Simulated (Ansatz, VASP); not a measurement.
SrO in VASP and in Ansatz

```
CELL_PARAMETERS angstrom
3.55329 0.00000 0.00000
-1.77664 3.07724 0.00000
0.00000 0.00000 6.21730
ATOMIC_POSITIONS crystal
Sr 0.66667 0.33333 0.75000
Sr 0.33333 0.66667 0.25000
O 0.00000 0.00000 0.50000
O 0.00000 0.00000 0.00000
```

Alike in both runs: task single point; functional PBE; k mesh 5 × 5 × 3; occupations fermi-dirac, width 0.03 eV; no spin polarisation.

```csv
,VASP,Ansatz
version,VASP 6.6.1,Ansatz 0.2.0
potentials or method,"VASP PAW PBE potentials, release 64 (Sr_sv, O), cutoff 520 eV","all-electron LAPW, scalar-relativistic"
```

```csv
,VASP,Ansatz,Ansatz less VASP
gap on the k mesh at the Fermi level (eV),3.08,3.08,+0.005
least direct gap on the mesh (eV),3.08,3.08,+0.005
pressure (GPa),2.0,1.4,-0.55
"traceless stress, the component that is largest in VASP (GPa)",-0.15,-0.15,+0.002
```

Ansatz ran all-electron here, and VASP with PAW potentials.
